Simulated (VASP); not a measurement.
# La (P6_3/mmc) in VASP: notebook

La is run at these levels: PBE; tasks: single point.

Program: VASP 6.6.1. These are calculated values, not measurements. Logs are shortened: lines on timing, memory, paths and dates and some standing lists are left out, and cuts for length are marked.

### Step 1. The cell of the first run

Symmetry: P6_3/mmc, No. 194, hexagonal system. The conventional cell has a = 3.773 Å, b = 3.773 Å, c = 12.113 Å, α = 90.00°, β = 90.00°, γ = 120.00°. La (site symmetry -3m) has 12 La at 3.73 to 3.77 Å within 4.9 Å. Within 4.9 Å of La (site symmetry -6m2) lie 12 La at 3.73 to 3.77 Å.

### Step 2. Single point, PBE

Input file INCAR:

```
PREC = Accurate
ENCUT = 520
EDIFF = 1E-7
ISMEAR = -1
SIGMA = 0.1
LREAL = F
LASPH = T
NELM = 100
ALGO = Normal
ISIF = 2
LWAVE = F
LCHARG = T
GGA = PE
LELF = T
LVHAR = T
NBANDS = 30
```

Input file KPOINTS:

```
regular mesh
0
Gamma
  10 10 3
```

Input file POSCAR:

```
La
1.0
    3.7726980745      0.0000000000      0.0000000000
   -1.8863490372      3.2672523733      0.0000000000
    0.0000000000      0.0000000000     12.1127039097
La
4
Direct
    0.0000000000      1.0000000000      1.0000000000
    0.0000000000      1.0000000000      0.5000000000
    0.3333333333      0.6666666667      0.7500000000
    0.6666666667      0.3333333333      0.2500000000
```

Potentials or basis: VASP PAW PBE potentials, release 64 (La).

On the command line:

```sh
$ cat potpaw_PBE.64/La/POTCAR > POTCAR
$ mpirun -np 1 vasp_std > vasp.out
```

OUTCAR:

```text
PREC = Accurate
   ENCUT = 520
   EDIFF = 1E-7
   ISMEAR = -1
   LREAL = F
   LASPH = T
   NELM = 100
   ISIF = 2
   GGA = PE

 ion  position               nearest neighbor table
   1  0.000  0.000  0.000-
   2  0.000  0.000  0.500-
   3  0.333  0.667  0.750-
   4  0.667  0.333  0.250-

  LATTYP: Found a hexagonal cell.
 ALAT       =     3.7726980745
 C/A-ratio  =     3.2106210650

  Lattice vectors:

 A1 = (   3.7726980745,   0.0000000000,   0.0000000000)
 A2 = (  -1.8863490372,   3.2672523733,   0.0000000000)
 A3 = (   0.0000000000,   0.0000000000,  12.1127039097)

Analysis of symmetry for initial positions (statically):
=====================================================================
 Subroutine PRICEL returns:
 Original cell was already a primitive cell.

 Routine SETGRP: Setting up the symmetry group for a
 hexagonal supercell.

 Subroutine GETGRP returns: Found 24 space group operations
 (whereof 12 operations were pure point group operations)
 out of a pool of 24 trial point group operations.

The static configuration has the point symmetry D_3d.
 The point group associated with its full space group is D_6h.

Analysis of symmetry for dynamics (positions and initial velocities):
=====================================================================
 Subroutine PRICEL returns:
 Original cell was already a primitive cell.

 Routine SETGRP: Setting up the symmetry group for a
 hexagonal supercell.

 Subroutine GETGRP returns: Found 24 space group operations
 (whereof 12 operations were pure point group operations)
 out of a pool of 24 trial point group operations.

The dynamic configuration has the point symmetry D_3d.
 The point group associated with its full space group is D_6h.

 Subroutine INISYM returns: Found 24 space group operations
 (whereof 12 operations are pure point group operations),
 and found     1 'primitive' translations

----------------------------------------------------------------------------------------

                                     Primitive cell

  volume of cell :     149.3055

  direct lattice vectors                    reciprocal lattice vectors
     3.772698075  0.000000000  0.000000000     0.265062292  0.153033786  0.000000000
    -1.886349037  3.267252373  0.000000000     0.000000000  0.306067572  0.000000000
     0.000000000  0.000000000 12.112703910     0.000000000  0.000000000  0.082557950

  length of vectors
     3.772698075  3.772698074 12.112703910     0.306067572  0.306067572  0.082557950

  position of ions in fractional coordinates (direct lattice)
     0.000000000  0.000000000  0.000000000
     0.000000000  0.000000000  0.500000000
     0.333333333  0.666666667  0.750000000
     0.666666667  0.333333333  0.250000000

  ion indices of the primitive-cell ions
   primitive index   ion index
                 1           1
                 2           2
                 3           3
                 4           4

----------------------------------------------------------------------------------------

 KPOINTS: regular mesh

Automatic generation of k-mesh.
 Grid dimensions read from file:
 generate k-points for:   10   10    3

 Generating k-lattice:

  Cartesian coordinates                     Fractional coordinates (reciprocal lattice)
     0.026506229  0.015303379  0.000000000     0.100000000 -0.000000000  0.000000000
     0.000000000  0.030606757  0.000000000     0.000000000  0.100000000  0.000000000
     0.000000000  0.000000000  0.027519317     0.000000000  0.000000000  0.333333333

  Length of vectors
     0.030606757  0.030606757  0.027519317

  Shift w.r.t. Gamma in fractional coordinates (k-lattice)
     0.000000000  0.000000000  0.000000000

 Subroutine IBZKPT returns following result:
 ===========================================

 Found     28 irreducible k-points:

 Following reciprocal coordinates:
            Coordinates               Weight
  0.000000  0.000000  0.000000      1.000000
  0.100000 -0.000000  0.000000      6.000000
  0.200000 -0.000000  0.000000      6.000000
  0.300000  0.000000  0.000000      6.000000
  0.400000  0.000000  0.000000      6.000000
  0.500000 -0.000000  0.000000      3.000000
[... 16 lines left out ...]
  0.300000  0.100000  0.333333     24.000000
  0.400000  0.100000  0.333333     24.000000
 [... further k-points ...]
   k-points           NKPTS =     28   k-points in BZ     NKDIM =     28   number of bands    NBANDS=     30
   number of dos      NEDOS =    301   number of ions     NIONS =      4
   total plane-waves  NPLWV =  70560
   dimension x,y,z NGX =    28 NGY =   28 NGZ =   90
   dimension x,y,z NGXF=    56 NGYF=   56 NGZF=  180
   ions per type =               4
   NGX,Y,Z   is equivalent  to a cutoff of  12.34, 12.34, 12.35 a.u.
   NGXF,Y,Z  is equivalent  to a cutoff of  24.68, 24.68, 24.70 a.u.
 SYSTEM =  unknown system
   PREC   = accura    normal or accurate (medium, high low for compatibility)
   ISTART =      0    job   : 0-new  1-cont  2-samecut
   ICHARG =      2    charge: 1-file 2-atom 10-const
   ISPIN  =      1    spin polarized calculation?
   LNONCOLLINEAR =      F non collinear calculations
   LSORBIT =      F    spin-orbit coupling
   LASPH  =      T    aspherical Exc in radial PAW
   ENCUT  =  520.0 eV  38.22 Ry    6.18 a.u.   7.01  7.01 22.52*2*pi/ulx,y,z
   NELM   =    100;   NELMIN=  2; NELMDL= -5     # of ELM steps
   EDIFF  = 0.1E-06   stopping-criterion for ELM
   LREAL  =      F    real-space projection
   EDIFFG = 0.1E-05   stopping-criterion for IOM
   NSW    =      0    number of steps for IOM
   IBRION =     -1    ionic relax: 0-MD 1-quasi-New 2-CG
   NFREE  =      0    steps in history (QN), initial steepest desc. (CG)
   ISIF   =      2    stress and relaxation
   ISYM   =      2    0-nonsym 1-usesym 2-fastsym
   POTIM  = 0.5000    time-step for ionic-motion
   TEBEG  =    0.0;   TEEND  =   0.0 temperature during run
   PSTRESS=    0.0 pullay stress
   NELECT =      44.0000    total number of electrons
   NUPDOWN=      -1.0000    fix difference up-down
   EMIN   =  10.00;   EMAX   =-10.00  energy-range for DOS
   EFERMI =   0.00;   METHOD = LEGACY
   ISMEAR =    -1;   SIGMA  =   0.10  broadening in eV -4-tet -1-fermi 0-gaus
   EFERMI_NEDOS =   21; number of points for ismear=-14 and -15
   IALGO  =     38    algorithm
   IMIX   =      4    mixing-type and parameters
     AMIX     =   0.40;   BMIX     =  1.00
     AMIX_MAG =   1.60;   BMIX_MAG =  1.00
  volume/ion in A,a.u.               =      37.33       251.89
  Fermi-wavevector in a.u.,A,eV,Ry     =   1.089433  2.058729 16.148263  1.186864
  Thomas-Fermi vector in A             =   2.225636
   LORBIT       =      0    0 simple, 1 ext, 2 COOP (PROOUT), +10 PAW based schemes
   GGA     = PE    functional components
   LHFCALC =     F    Hartree Fock is set to
   AEXX    =    0.0000 exact exchange contribution
   IVDW    =     0    specifies the selected vdW correction
   LEPSILON=     F    determine dielectric tensor
   LRPA    =     F    only Hartree local field effects (RPA)
 non-spin polarized calculation
  energy-cutoff  :      520.00
  volume of cell :      149.31
 maximum number of plane-waves:      4039
 NGX is ok and might be reduce to    28
   NGX = 13   NGY = 13   NGZ = 45

 number of electron      43.9999999 magnetization

 Free energy of the ion-electron system (eV)
  ---------------------------------------------------
  ext. energy  EPLUGINS =         0.00000000
  ---------------------------------------------------
  free energy    TOTEN  =       -19.65121643 eV

  energy without entropy =      -19.43246861  energy(sigma->0) =      -19.54184252

 E-fermi :   7.8215     XC(G=0):  -9.5403

 val. band max:        7.8201690963   @ k =   0.2000   0.1000   0.0000
 cond. band min:       7.8222806428   @ k =   0.3000   0.3000   0.3333
 fundamental gap:      0.0021115464
 Fermi energy:         7.8215389107

 k-point     1 :       0.0000    0.0000    0.0000
  band No.  band energies     occupation
      1     -25.0542      2.00000
      2     -24.9544      2.00000
      3     -24.9527      2.00000
      4     -24.8495      2.00000
      5      -9.4444      2.00000
      6      -8.7882      2.00000
[... 22 lines left out ...]
     29       9.2245      0.00000
     30       9.3032      0.00000

 k-point     2 :       0.1000   -0.0000    0.0000
  band No.  band energies     occupation
      1     -25.0388      2.00000
      2     -24.9431      2.00000
      3     -24.9414      2.00000
      4     -24.8426      2.00000
      5      -9.4035      2.00000
      6      -8.8037      2.00000
[... 22 lines left out ...]
     29       9.3601      0.00000
     30       9.3820      0.00000

 k-point     3 :       0.2000   -0.0000    0.0000
  band No.  band energies     occupation
      1     -24.9969      2.00000
      2     -24.9133      2.00000
      3     -24.9115      2.00000
      4     -24.8256      2.00000
      5      -9.2891      2.00000
      6      -8.8921      2.00000
[... 22 lines left out ...]
     29       9.3077      0.00000
     30       9.4365      0.00000

 k-point     4 :       0.3000    0.0000    0.0000
  band No.  band energies     occupation
      1     -24.9412      2.00000
      2     -24.8760      2.00000
      3     -24.8741      2.00000
      4     -24.8077      2.00000
      5      -9.1667      2.00000
      6      -9.1047      2.00000
[... 616 lines left out ...]
     29       9.2966      0.00000
     30       9.4361      0.00000

 k-point    23 :       0.3000    0.1000    0.3333
  band No.  band energies     occupation
      1     -24.8998      2.00000
      2     -24.8805      2.00000
      3     -24.8274      2.00000
      4     -24.8078      2.00000
      5      -9.2111      2.00000
      6      -9.1371      2.00000
[... 22 lines left out ...]
     29       9.2132      0.00000
     30       9.3334      0.00000

 k-point    24 :       0.4000    0.1000    0.3333
  band No.  band energies     occupation
      1     -24.8621      2.00000
      2     -24.8498      2.00000
      3     -24.8158      2.00000
      4     -24.8034      2.00000
      5      -9.3142      2.00000
      6      -9.2852      2.00000
[... 22 lines left out ...]
     29       9.4816      0.00000
     30       9.5376      0.00000

 [... further k-points ...]

------------------------ aborting loop because EDIFF is reached ----------------------------------------

  FORCE on cell =-STRESS in cart. coord.  units (eV):
  Direction    XX          YY          ZZ          XY          YZ          ZX
  --------------------------------------------------------------------------------------
  -------------------------------------------------------------------------------------
  Total        0.0632998      0.0632998      0.0551406      0.0000000      0.0000000     -0.0000000
  in kB        0.6792620      0.6792620      0.5917059      0.0000000      0.0000000     -0.0000000
  external PRESSURE =       0.6500766 kB  Pullay stress =       0.0000000 kB

 VOLUME and BASIS-vectors are now :
 -----------------------------------------------------------------------------
  energy-cutoff  :      520.00
  volume of cell :      149.31
      direct lattice vectors                 reciprocal lattice vectors
     3.772698075  0.000000000  0.000000000     0.265062292  0.153033786  0.000000000
    -1.886349037  3.267252373  0.000000000     0.000000000  0.306067572  0.000000000
     0.000000000  0.000000000 12.112703910     0.000000000  0.000000000  0.082557950

 POSITION                                       TOTAL-FORCE (eV/Angst)
 -----------------------------------------------------------------------------------
      0.00000      0.00000      0.00000         0.000000     -0.000000     -0.000000
      0.00000      0.00000      6.05635         0.000000     -0.000000     -0.000000
     -0.00000      2.17817      9.08453        -0.000000     -0.000000      0.000000
      1.88635      1.08908      3.02818         0.000000      0.000000     -0.000000
 -----------------------------------------------------------------------------------
    total drift:                               -0.000000      0.000000      0.000000

  FREE ENERGIE OF THE ION-ELECTRON SYSTEM (eV)
  ---------------------------------------------------
  free  energy   TOTEN  =       -19.6512164284 eV

  energy  without entropy=      -19.4324686101  energy(sigma->0) =      -19.54184252
```

Wall time 81 s (1 thread of Intel Xeon 6975P-C (Granite Rapids), shared host); peak memory 0.3 GiB.

Results:

```
Free energy            : -19.6512 eV
Pressure               : 0.1 GPa
Band gap on the k mesh : zero (bands 22 and 23 overlap by 1.22 eV)
```

Levels at points of the mesh, in eV from the Fermi level:
```csv
k point,band 20,band 21,band 22,band 23,band 24,band 25
"(0.00, 0.00, 0.00)",-1.74,0.51,0.63,1.24,1.25,1.29
"(0.50, 0.00, 0.00)",-1.05,-0.65,-0.28,-0.19,0.44,0.93
```

Caveat: spin-orbit coupling is left out, which moves the levels of the heavy elements.

### Step 3. Single point, PBE (32.85 Å³/atom)

This run uses another cell than the first one, of 32.85 Å³/atom.

Input file INCAR:

```
SYSTEM = La
PREC = Accurate
ENCUT = 520
EDIFF = 1E-7
ISMEAR = -1
SIGMA = 0.1
LREAL = .False.
LASPH = .True.
NELM = 60
ALGO = Normal
ISIF = 2
LWAVE = .False.
LCHARG = .False.
GGA = PE
NBANDS = 30
```

Input file KPOINTS:

```
regular mesh
0
Gamma
  13 13 4
  0 0 0
```

Input file POSCAR:

```
La
1.0
    3.6153160938      0.0000000000      0.0000000000
   -1.8076580469      3.1309555799      0.0000000000
    0.0000000000      0.0000000000     11.6074100071
La
4
Direct
    0.0000000000      1.0000000000      1.0000000000
    0.0000000000      1.0000000000      0.5000000000
    0.3333333333      0.6666666667      0.7500000000
    0.6666666667      0.3333333333      0.2500000000
```

Potentials or basis: VASP PAW PBE potentials, release 64 (La).

On the command line:

```sh
$ cat potpaw_PBE.64/La/POTCAR > POTCAR
$ mpirun -np 1 vasp_std > vasp.out
```

OUTCAR:

```text
SYSTEM = La
   PREC = Accurate
   ENCUT = 520
   EDIFF = 1E-7
   ISMEAR = -1
   LREAL = .False.
   LASPH = .True.
   NELM = 60
   ISIF = 2
   GGA = PE

 ion  position               nearest neighbor table
   1  0.000  0.000  0.000-   3 3.57   4 3.57   3 3.57   4 3.57   4 3.57   3 3.57
   2  0.000  0.000  0.500-   3 3.57   4 3.57   3 3.57   4 3.57   4 3.57   3 3.57
   3  0.333  0.667  0.750-   1 3.57   2 3.57   1 3.57   2 3.57   1 3.57   2 3.57
   4  0.667  0.333  0.250-   1 3.57   2 3.57   1 3.57   2 3.57   1 3.57   2 3.57

  LATTYP: Found a hexagonal cell.
 ALAT       =     3.6153160938
 C/A-ratio  =     3.2106210649

  Lattice vectors:

 A1 = (   3.6153160938,   0.0000000000,   0.0000000000)
 A2 = (  -1.8076580469,   3.1309555799,   0.0000000000)
 A3 = (   0.0000000000,   0.0000000000,  11.6074100071)

Analysis of symmetry for initial positions (statically):
=====================================================================
 Subroutine PRICEL returns:
 Original cell was already a primitive cell.

 Routine SETGRP: Setting up the symmetry group for a
 hexagonal supercell.

 Subroutine GETGRP returns: Found 24 space group operations
 (whereof 12 operations were pure point group operations)
[... 171 lines left out ...]

 val. band max:        9.1139994075   @ k =   0.3846   0.1538   0.0000
 cond. band min:       9.1383837373   @ k =   0.1538   0.1538   0.2500
 fundamental gap:      0.0243843298
 Fermi energy:         9.1324036076

 k-point     1 :       0.0000    0.0000    0.0000
  band No.  band energies     occupation
      1     -23.6258      2.00000
      2     -23.4652      2.00000
      3     -23.4589      2.00000
      4     -23.2895      2.00000
      5      -8.3135      2.00000
      6      -7.3892      2.00000
[... 781 lines left out ...]
     29      10.7607      0.00000
     30      10.8164      0.00000

 [... further k-points ...]

------------------------ aborting loop because EDIFF is reached ----------------------------------------

  FORCE on cell =-STRESS in cart. coord.  units (eV):
  Direction    XX          YY          ZZ          XY          YZ          ZX
  --------------------------------------------------------------------------------------
  -------------------------------------------------------------------------------------
  Total        3.0520765      3.0520765      3.1731327      0.0000000      0.0000000     -0.0000000
  in kB       37.2175257     37.2175257     38.6937051      0.0000000      0.0000000     -0.0000000
  external PRESSURE =      37.7095855 kB  Pullay stress =       0.0000000 kB

 VOLUME and BASIS-vectors are now :
 -----------------------------------------------------------------------------
  energy-cutoff  :      520.00
  volume of cell :      131.39
      direct lattice vectors                 reciprocal lattice vectors
     3.615316094  0.000000000  0.000000000     0.276600987  0.159695654  0.000000000
    -1.807658047  3.130955580  0.000000000     0.000000000  0.319391309  0.000000000
     0.000000000  0.000000000 11.607410007     0.000000000  0.000000000  0.086151863

 POSITION                                       TOTAL-FORCE (eV/Angst)
 -----------------------------------------------------------------------------------
      0.00000      0.00000      0.00000         0.000000      0.000000     -0.000000
      0.00000      0.00000      5.80371         0.000000      0.000000     -0.000000
     -0.00000      2.08730      8.70556         0.000000      0.000000      0.000000
      1.80766      1.04365      2.90185        -0.000000     -0.000000     -0.000000
 -----------------------------------------------------------------------------------
    total drift:                               -0.000000      0.000000      0.000000

  FREE ENERGIE OF THE ION-ELECTRON SYSTEM (eV)
  ---------------------------------------------------
  free  energy   TOTEN  =       -19.4507687125 eV

  energy  without entropy=      -19.2573745328  energy(sigma->0) =      -19.35407162
```

OSZICAR:

```text
N       E                     dE             d eps       ncg     rms          rms(c)
DAV:   1     0.573578185600E+03    0.57358E+03   -0.14571E+04  3788   0.206E+03
DAV:   2     0.113307563916E+03   -0.46027E+03   -0.45006E+03  5396   0.411E+02
DAV:   3    -0.343271941556E+01   -0.11674E+03   -0.11414E+03  6474   0.243E+02
DAV:   4    -0.171152874158E+02   -0.13683E+02   -0.13246E+02  7088   0.865E+01
DAV:   5    -0.191871143736E+02   -0.20718E+01   -0.20000E+01  7504   0.330E+01    0.594E+00
DAV:   6    -0.194166122467E+02   -0.22950E+00   -0.29667E+00  7448   0.139E+01    0.294E+00
DAV:   7    -0.194396007555E+02   -0.22989E-01   -0.44715E-01  7528   0.595E+00    0.738E-01
DAV:   8    -0.194487015176E+02   -0.91008E-02   -0.63281E-02  7504   0.219E+00    0.158E-01
DAV:   9    -0.194504695730E+02   -0.17681E-02   -0.91164E-03  7504   0.892E-01    0.895E-02
DAV:  10    -0.194507579682E+02   -0.28840E-03   -0.15800E-03  7184   0.333E-01    0.339E-02
DAV:  11    -0.194507698255E+02   -0.11857E-04   -0.23653E-04  7504   0.130E-01    0.144E-02
DAV:  12    -0.194507712121E+02   -0.13865E-05   -0.41833E-05  7200   0.571E-02    0.450E-03
DAV:  13    -0.194507688333E+02    0.23788E-05   -0.71566E-06  6224   0.225E-02    0.220E-03
DAV:  14    -0.194507688116E+02    0.21674E-07   -0.14424E-06  5456   0.114E-02    0.952E-04
DAV:  15    -0.194507682837E+02    0.52793E-06   -0.34183E-07  4352   0.651E-03    0.919E-04
DAV:  16    -0.194507686884E+02   -0.40469E-06   -0.74523E-08  3392   0.507E-03    0.196E-04
DAV:  17    -0.194507687125E+02   -0.24178E-07   -0.32002E-08  3216   0.265E-03
   1 F= -.19450769E+02 E0= -.19354072E+02  d E =-.193394E+00
```

stdout:

```text
POSCAR found type information on POSCAR La
 POSCAR found :  1 types and       4 ions
 scaLAPACK will be used
 LDA part: xc-table for (Slater+PW92), standard interpolation
 POSCAR, INCAR and KPOINTS ok, starting setup
 FFT: planning ... GRIDC
 FFT: planning ... GRID_SOFT
 FFT: planning ... GRID
 WAVECAR not read
 entering main loop
```

Run time: 2.9 min. Hardware: 1 thread of Intel Xeon 6975P-C (Granite Rapids), shared host; peak memory 0.38 GiB.

What came out:

- Free energy: -19.4508 eV
- Pressure: 3.8 GPa
- Band gap on the k mesh: zero (bands 22 and 23 overlap by 1.28 eV)

Caveat: the cell stands under pressure; spin-orbit coupling is left out, which moves the levels of the heavy elements.

[end of part 1 of 2]
